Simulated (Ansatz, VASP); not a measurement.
# Ce in VASP and in Ansatz

POSCAR

```
Ce
1.0
    0.0000000000      2.3390384114      2.3390384114
    2.3390384114      0.0000000000      2.3390384114
    2.3390384114      2.3390384114      0.0000000000
Ce
1
Direct
    0.0000000000      0.0000000000      0.0000000000
```

Contents of INCAR.step1:

```
ALGO     = Normal         # electronic algorithm
EDIFF    = 1E-4           # SCF threshold, eV
ENCUT    = 520            # plane-wave cutoff, eV
GGA      = PE             # functional
ISMEAR   = -1             # smearing method
LASPH    = T              # aspherical terms in the spheres
LCHARG   = F              # write CHGCAR
LREAL    = F              # projectors in reciprocal space
LWAVE    = T              # write WAVECAR
NBANDS   = 12             # bands
NELM     = 60             # most SCF steps
PREC     = Accurate       # precision mode
SIGMA    = 0.1            # smearing width, eV
```

Contents of INCAR.step2:

```
ALGO     = Normal         # electronic algorithm
EDIFF    = 1E-6           # SCF threshold, eV
ENCUT    = 520            # plane-wave cutoff, eV
ISIF     = 2              # what is computed and relaxed
ISMEAR   = -1             # smearing method
ISTART   = 1            
LASPH    = T              # aspherical terms in the spheres
LCHARG   = T              # write CHGCAR
LELF     = T              # ELF
LMIXTAU  = T            
LREAL    = F              # projectors in reciprocal space
LVHAR    = T            
LWAVE    = F              # write WAVECAR
METAGGA  = R2SCAN         # meta-GGA
NBANDS   = 12             # bands
NELM     = 60             # most SCF steps
PREC     = Accurate       # precision mode
SIGMA    = 0.1            # smearing width, eV
```

The input KPOINTS:

```
k-points
0
Gamma
  9 9 9
```

Input for Ansatz:

```yaml
crystal:
  lattice:
    - [0.0, 2.3390384114, 2.3390384114]
    - [2.3390384114, 0.0, 2.3390384114]
    - [2.3390384114, 2.3390384114, 0.0]
  atoms:
    - { symbol: Ce, position: [0.0, 0.0, 0.0] }
hamiltonian:
  xc: r2scan
  pseudopotentials:
    kind: paw
    azcp:
      Ce: "pseudopotentials/Ce.paw.azcp"
basis:
  ecutwfc: 500
  fft_grid_basis: typed
kpoints:
  mp_grid: { grid: [9, 9, 9], shift: [0, 0, 0] }
magnetization:
  spin_polarized: false
scf:
  occupations: { method: fermi_dirac, width: 0.1 }
  lower_state_search: "off"
output:
  stress: true
```

Alike in both runs: task single point; functional r2SCAN; k mesh 9 × 9 × 9; occupations fermi-dirac, width 0.1 eV; no spin polarisation.

```csv
,VASP,Ansatz
version,VASP 6.6.1,Ansatz 0.2.0
potentials or method,"VASP PAW PBE potentials, release 64 (Ce), cutoff 520 eV","plane waves (500 eV) with PAW, scalar-relativistic"
valence electrons in the cell,12,12
```

VASP gave:

| Property | Result |
| --- | --- |
| pressure (GPa) | -0.5 |

**Question.** Estimate Ansatz's values.

**Answer.** Pressure (GPa): -0.2.

VASP's potentials were made for PBE, not for r2SCAN.

Spin-orbit coupling is off throughout.
